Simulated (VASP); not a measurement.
# Ca (Cmce) in VASP: single point with r2SCAN

Aim: the single point of Ca with r2SCAN.

Program: VASP 6.6.1. These are calculated values, not measurements. Logs are shortened: lines on timing, memory, paths and dates and some standing lists are left out, and cuts for length are marked.

### Step 1. The cell of the first run

The typed cell holds 4 atoms: a = 7.032 Å, b = 7.032 Å, c = 6.471 Å, α = 90.00°, β = 90.00°, γ = 147.37°.

### Step 2. Single point, r2SCAN

POSCAR

```
Ca
1.0
    1.9756825019     -6.7488341482      0.0000000000
    1.9756825019      6.7488341482      0.0000000000
    0.0000000000      0.0000000000      6.4705606715
Ca
4
Direct
    0.1313911818      0.8686088182      0.9999501373
    0.6313911818      0.3686088182      0.5000498627
    0.8686088182      0.1313911818      0.0000498627
    0.3686088182      0.6313911818      0.4999501373
```

INCAR.step1

```
SYSTEM = Ca
  ALGO = Normal
  EDIFF = 1E-4
  ENCUT = 520
  GGA = PE
  ISMEAR = 0
  LASPH = .True.
  LCHARG = .False.
  LREAL = .False.
  LWAVE = .True.
  NBANDS = 28
  NELM = 100
  PREC = Accurate
  SIGMA = 0.1
```

INCAR.step2

```
SYSTEM = Ca
  ALGO = Normal
  EDIFF = 1E-6
  ENCUT = 520
  ISIF = 2
  ISMEAR = 0
  ISTART = 1
  LASPH = .True.
  LCHARG = .True.
  LELF = .True.
  LMIXTAU = .True.
  LREAL = .False.
  LVHAR = .True.
  LWAVE = .False.
  METAGGA = R2SCAN
  NBANDS = 28
  NELM = 100
  PREC = Accurate
  SIGMA = 0.1
```

KPOINTS

```
k-points
0
Gamma
  4 4 4
  0 0 0
```

Potentials or basis: VASP PAW PBE potentials, release 64 (Ca_sv).

Run with:

```sh
$ cat potpaw_PBE.64/Ca_sv/POTCAR > POTCAR
$ cp INCAR.step1 INCAR
$ mpirun -np 1 vasp_std > vasp.out
$ cp INCAR.step2 INCAR
$ mpirun -np 1 vasp_std > vasp.out
```

OUTCAR:

```text
SYSTEM = Ca
   EDIFF = 1E-6
   ENCUT = 520
   ISIF = 2
   ISMEAR = 0
   ISTART = 1
   LASPH = .True.
   LREAL = .False.
   METAGGA = R2SCAN
   NELM = 100
   PREC = Accurate

 ion  position               nearest neighbor table
   1  0.131  0.869  1.000-
   2  0.631  0.369  0.500-
   3  0.869  0.131  0.000-
   4  0.369  0.631  0.500-

  LATTYP: Found a base centered orthorhombic cell.
 ALAT       =     3.9513650038
 B/A-ratio  =     3.4159507622
 C/A-ratio  =     1.6375507363

  Lattice vectors:

 A1 = (   1.9756825019,  -6.7488341482,   0.0000000000)
 A2 = (   1.9756825019,   6.7488341482,   0.0000000000)
 A3 = (   0.0000000000,   0.0000000000,   6.4705606715)

Analysis of symmetry for initial positions (statically):
=====================================================================
 Subroutine PRICEL returns:
 Original cell was already a primitive cell.

 Routine SETGRP: Setting up the symmetry group for a
 base centered orthorhombic supercell.

 Subroutine GETGRP returns: Found  8 space group operations
 (whereof  4 operations were pure point group operations)
 out of a pool of  8 trial point group operations.

The static configuration has the point symmetry C_2h.
 The point group associated with its full space group is D_2h.

Analysis of symmetry for dynamics (positions and initial velocities):
=====================================================================
 Subroutine PRICEL returns:
 Original cell was already a primitive cell.

 Routine SETGRP: Setting up the symmetry group for a
 base centered orthorhombic supercell.

 Subroutine GETGRP returns: Found  8 space group operations
 (whereof  4 operations were pure point group operations)
 out of a pool of  8 trial point group operations.

The dynamic configuration has the point symmetry C_2h.
 The point group associated with its full space group is D_2h.

 Subroutine INISYM returns: Found  8 space group operations
 (whereof  4 operations are pure point group operations),
 and found     1 'primitive' translations

----------------------------------------------------------------------------------------

                                     Primitive cell

  volume of cell :     172.5511

  direct lattice vectors                    reciprocal lattice vectors
     1.975682502 -6.748834148  0.000000000     0.253077101 -0.074086870  0.000000000
     1.975682502  6.748834148  0.000000000     0.253077101  0.074086870  0.000000000
     0.000000000  0.000000000  6.470560672     0.000000000  0.000000000  0.154546113

  length of vectors
     7.032075349  7.032075349  6.470560672     0.263698471  0.263698471  0.154546113

  position of ions in fractional coordinates (direct lattice)
     0.131391182  0.868608818  0.999950137
     0.631391182  0.368608818  0.500049863
     0.868608818  0.131391182  0.000049863
     0.368608818  0.631391182  0.499950137

  ion indices of the primitive-cell ions
   primitive index   ion index
                 1           1
                 2           2
                 3           3
                 4           4

----------------------------------------------------------------------------------------

 KPOINTS: k-points

Automatic generation of k-mesh.
 Grid dimensions read from file:
 generate k-points for:    4    4    4

 Generating k-lattice:

  Cartesian coordinates                     Fractional coordinates (reciprocal lattice)
     0.063269275 -0.018521718  0.000000000     0.250000000  0.000000000  0.000000000
     0.063269275  0.018521718  0.000000000     0.000000000  0.250000000  0.000000000
     0.000000000  0.000000000  0.038636528     0.000000000  0.000000000  0.250000000

  Length of vectors
     0.065924618  0.065924618  0.038636528

  Shift w.r.t. Gamma in fractional coordinates (k-lattice)
     0.000000000  0.000000000  0.000000000

 Subroutine IBZKPT returns following result:
 ===========================================

 Found     21 irreducible k-points:

 Following reciprocal coordinates:
            Coordinates               Weight
  0.000000  0.000000  0.000000      1.000000
  0.250000  0.000000  0.000000      4.000000
  0.500000  0.000000  0.000000      2.000000
  0.250000  0.250000  0.000000      2.000000
  0.500000  0.250000  0.000000      4.000000
 -0.250000  0.250000  0.000000      2.000000
[... 13 lines left out ...]
 -0.250000  0.250000  0.500000      2.000000
  0.500000  0.500000  0.500000      1.000000
   k-points           NKPTS =     21   k-points in BZ     NKDIM =     21   number of bands    NBANDS=     28
   number of dos      NEDOS =    301   number of ions     NIONS =      4
   total plane-waves  NPLWV = 139968
   dimension x,y,z NGX =    54 NGY =   54 NGZ =   48
   dimension x,y,z NGXF=   108 NGYF=  108 NGZF=   96
   ions per type =               4
   NGX,Y,Z   is equivalent  to a cutoff of  12.77, 12.77, 12.33 a.u.
   NGXF,Y,Z  is equivalent  to a cutoff of  25.53, 25.53, 24.66 a.u.
 SYSTEM =  Ca
   PREC   = accura    normal or accurate (medium, high low for compatibility)
   ISTART =      1    job   : 0-new  1-cont  2-samecut
   ICHARG =      0    charge: 1-file 2-atom 10-const
   ISPIN  =      1    spin polarized calculation?
   LNONCOLLINEAR =      F non collinear calculations
   LSORBIT =      F    spin-orbit coupling
   LASPH  =      T    aspherical Exc in radial PAW
   ENCUT  =  520.0 eV  38.22 Ry    6.18 a.u.  13.08 13.08 12.03*2*pi/ulx,y,z
   NELM   =    100;   NELMIN=  2; NELMDL=  0     # of ELM steps
   EDIFF  = 0.1E-05   stopping-criterion for ELM
   LREAL  =      F    real-space projection
   EDIFFG = 0.1E-04   stopping-criterion for IOM
   NSW    =      0    number of steps for IOM
   IBRION =     -1    ionic relax: 0-MD 1-quasi-New 2-CG
   NFREE  =      0    steps in history (QN), initial steepest desc. (CG)
   ISIF   =      2    stress and relaxation
   ISYM   =      2    0-nonsym 1-usesym 2-fastsym
   POTIM  = 0.5000    time-step for ionic-motion
   TEBEG  =    0.0;   TEEND  =   0.0 temperature during run
   PSTRESS=    0.0 pullay stress
   NELECT =      40.0000    total number of electrons
   NUPDOWN=      -1.0000    fix difference up-down
   EMIN   =  10.00;   EMAX   =-10.00  energy-range for DOS
   EFERMI =   0.00;   METHOD = LEGACY
   ISMEAR =     0;   SIGMA  =   0.10  broadening in eV -4-tet -1-fermi 0-gaus
   EFERMI_NEDOS =   21; number of points for ismear=-14 and -15
   IALGO  =     38    algorithm
   IMIX   =      4    mixing-type and parameters
     AMIX     =   0.40;   BMIX     =  1.00
     AMIX_MAG =   1.60;   BMIX_MAG =  1.00
  volume/ion in A,a.u.               =      43.14       291.11
  Fermi-wavevector in a.u.,A,eV,Ry     =   1.005670  1.900441 13.760557  1.011372
  Thomas-Fermi vector in A             =   2.138364
   LORBIT       =      0    0 simple, 1 ext, 2 COOP (PROOUT), +10 PAW based schemes
   METAGGA = R2SCAN    functional components
   LHFCALC =     F    Hartree Fock is set to
   AEXX    =    0.0000 exact exchange contribution
   IVDW    =     0    specifies the selected vdW correction
   LEPSILON=     F    determine dielectric tensor
   LRPA    =     F    only Hartree local field effects (RPA)
 non-spin polarized calculation
 Gauss-broadening in eV      SIGMA  =   0.10
  energy-cutoff  :      520.00
  volume of cell :      172.55
 maximum number of plane-waves:      4688
 NGX is ok and might be reduce to    54
   NGX = 27   NGY = 27   NGZ = 25

 number of electron      40.0000001 magnetization

 Free energy of the ion-electron system (eV)
  ---------------------------------------------------
  ext. energy  EPLUGINS =         0.00000000
  ---------------------------------------------------
  free energy    TOTEN  =       -27.65067550 eV

  energy without entropy =      -27.62658909  energy(sigma->0) =      -27.63863229

 E-fermi :   1.8631     XC(G=0):  -8.1311

 val. band max:        1.8531892307   @ k =   0.2500   0.2500   0.2500
 cond. band min:       1.8928932079   @ k =   0.0000   0.0000   0.0000
 fundamental gap:      0.0397039772
 Fermi energy:         1.8630764678

 k-point     1 :       0.0000    0.0000    0.0000
  band No.  band energies     occupation
      1     -42.0041      2.00000
      2     -41.9893      2.00000
      3     -41.9878      2.00000
      4     -41.9743      2.00000
      5     -22.2043      2.00000
      6     -22.1736      2.00000
[... 20 lines left out ...]
     27       4.5691      0.00000
     28       4.8296      0.00000

 k-point     2 :       0.2500    0.0000    0.0000
  band No.  band energies     occupation
      1     -41.9982      2.00000
      2     -41.9877      2.00000
      3     -41.9853      2.00000
      4     -41.9759      2.00000
      5     -22.1835      2.00000
      6     -22.1634      2.00000
[... 20 lines left out ...]
     27       3.9573      0.00000
     28       4.1003      0.00000

 k-point     3 :       0.5000    0.0000    0.0000
  band No.  band energies     occupation
      1     -41.9886      2.00000
      2     -41.9886      2.00000
      3     -41.9808      2.00000
      4     -41.9808      2.00000
      5     -22.1613      2.00000
      6     -22.1613      2.00000
[... 20 lines left out ...]
     27       3.8840      0.00000
     28       3.8840      0.00000

 k-point     4 :       0.2500    0.2500    0.0000
  band No.  band energies     occupation
      1     -41.9889      2.00000
      2     -41.9883      2.00000
      3     -41.9811      2.00000
      4     -41.9805      2.00000
      5     -22.1670      2.00000
      6     -22.1635      2.00000
[... 485 lines left out ...]
     27       4.1898      0.00000
     28       4.1898      0.00000

 k-point    20 :      -0.2500    0.2500    0.5000
  band No.  band energies     occupation
      1     -41.9944      2.00000
      2     -41.9944      2.00000
      3     -41.9833      2.00000
      4     -41.9833      2.00000
      5     -22.1651      2.00000
      6     -22.1651      2.00000
[... 20 lines left out ...]
     27       4.2682      0.00000
     28       4.2682      0.00000

 k-point    21 :       0.5000    0.5000    0.5000
  band No.  band energies     occupation
      1     -41.9889      2.00000
      2     -41.9889      2.00000
      3     -41.9888      2.00000
      4     -41.9888      2.00000
      5     -22.1144      2.00000
      6     -22.1144      2.00000
[... 20 lines left out ...]
     27       4.1448      0.00000
     28       4.1448      0.00000

------------------------ aborting loop because EDIFF is reached ----------------------------------------

  FORCE on cell =-STRESS in cart. coord.  units (eV):
  Direction    XX          YY          ZZ          XY          YZ          ZX
  --------------------------------------------------------------------------------------
  -------------------------------------------------------------------------------------
  Total        0.1395951      0.2709422      0.2846041      0.0000000      0.0000000      0.0000000
  in kB        1.2961732      2.5157615      2.6426153      0.0000000      0.0000000      0.0000000
  external PRESSURE =       2.1515167 kB  Pullay stress =       0.0000000 kB

 VOLUME and BASIS-vectors are now :
 -----------------------------------------------------------------------------
  energy-cutoff  :      520.00
  volume of cell :      172.55
      direct lattice vectors                 reciprocal lattice vectors
     1.975682502 -6.748834148  0.000000000     0.253077101 -0.074086870  0.000000000
     1.975682502  6.748834148  0.000000000     0.253077101  0.074086870  0.000000000
     0.000000000  0.000000000  6.470560672     0.000000000  0.000000000  0.154546113

 POSITION                                       TOTAL-FORCE (eV/Angst)
 -----------------------------------------------------------------------------------
      1.97568      4.97536      6.47024         0.000000     -0.006976      0.001540
      1.97568     -1.77347      3.23560         0.000000     -0.006976     -0.001540
      1.97568     -4.97536      0.00032         0.000000      0.006976     -0.001540
      1.97568      1.77347      3.23496         0.000000      0.006976      0.001540
 -----------------------------------------------------------------------------------
    total drift:                                0.000000     -0.000000      0.000000

  FREE ENERGIE OF THE ION-ELECTRON SYSTEM (eV)
  ---------------------------------------------------
  free  energy   TOTEN  =       -27.6506755005 eV

  energy  without entropy=      -27.6265890885  energy(sigma->0) =      -27.63863229
```

Run time: 17 min. Hardware: 1 thread of Intel Xeon Platinum 8375C at 2.90GHz (Ice Lake), shared host; peak memory 0.42 GiB.

Results:

```
Free energy            : -27.6507 eV
Pressure               : 0.2 GPa
Largest force          : 0.007 eV/Å
Band gap on the k mesh : zero (band 20 reaches 2.10 eV, above the bottom of band 21 at 1.53 eV)
```

Forces in eV/Å, atoms in the order of the input:
```
Ca   0.000 -0.007  0.002
Ca   0.000 -0.007 -0.002
Ca   0.000  0.007 -0.002
Ca   0.000  0.007  0.002
```

Caveat: the k points lie up to 0.41 Å⁻¹ apart; the PAW data sets were made with another functional, which shifts forces and pressure a little.
